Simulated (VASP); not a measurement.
# SiC: single point with LDA

The system is SiC.

```
CELL_PARAMETERS angstrom
3.07600 0.00000 0.00000
-1.53800 2.66389 0.00000
0.00000 0.00000 5.04800
ATOMIC_POSITIONS crystal
Si 0.33333 0.66667 0.00594
Si 0.66667 0.33333 0.49406
C 0.33333 0.66667 0.38364
C 0.66667 0.33333 0.88636
```

This cell differs from its parent crystal: mode 6 (550.6 1/cm) frozen in, largest displacement +0.030 Å.

| Quantity | Value |
| --- | --- |
| Program | VASP 6.6.1 |
| Task | single point |
| Functional | LDA |
| Potentials or basis | VASP PAW LDA potentials, release 64 (Si, C) |
| Cutoff | 520 eV |
| k mesh | 12 × 12 × 6 |
| Occupations | gaussian, width 0.05 eV |
| Spin | no spin polarisation |

| Quantity | Value |
| --- | --- |
| Pressure | -3.4 GPa |
| Largest force | 1.629 eV/Å |
| Band gap on the k mesh | 2.20 eV, indirect (least direct gap 3.94 eV) |

Forces in eV/Å, atoms in the order of the input:
```
Si   0.000  0.000 -0.249
Si   0.000  0.000  1.629
C    0.000  0.000 -0.595
C    0.000  0.000 -0.785
```

Stress tensor (GPa, compression positive):
```
-2.10  0.00  0.00
 0.00 -2.10  0.00
 0.00  0.00 -6.05
```

Levels at points of the mesh, in eV from the valence-band top:
```tsv
k point	band 6	band 7	band 8	band 9	band 10	band 11
(0.00, 0.00, 0.00)	-0.23	-0.23	0.00	4.57	6.05	6.39
(0.50, 0.00, 0.00)	-3.57	-3.28	-1.46	2.48	4.12	6.68
(0.00, 0.00, 0.50)	-1.20	-0.73	-0.73	5.46	5.83	6.91
(0.50, 0.00, 0.50)	-2.47	-2.46	-2.19	3.02	3.14	4.86
```

It took 36 s on 1 thread of AMD EPYC 9R45 96-Core Processor (Zen 5), with other jobs on the host, peak memory 0.14 GiB.

Caveat: the cell differs from its parent crystal (mode 6 (550.6 1/cm) frozen in, largest displacement +0.030 Å); forces of over 1 eV/Å act on the atoms, so gaps and moduli don't describe the material at rest. A k mesh can miss the band edges.
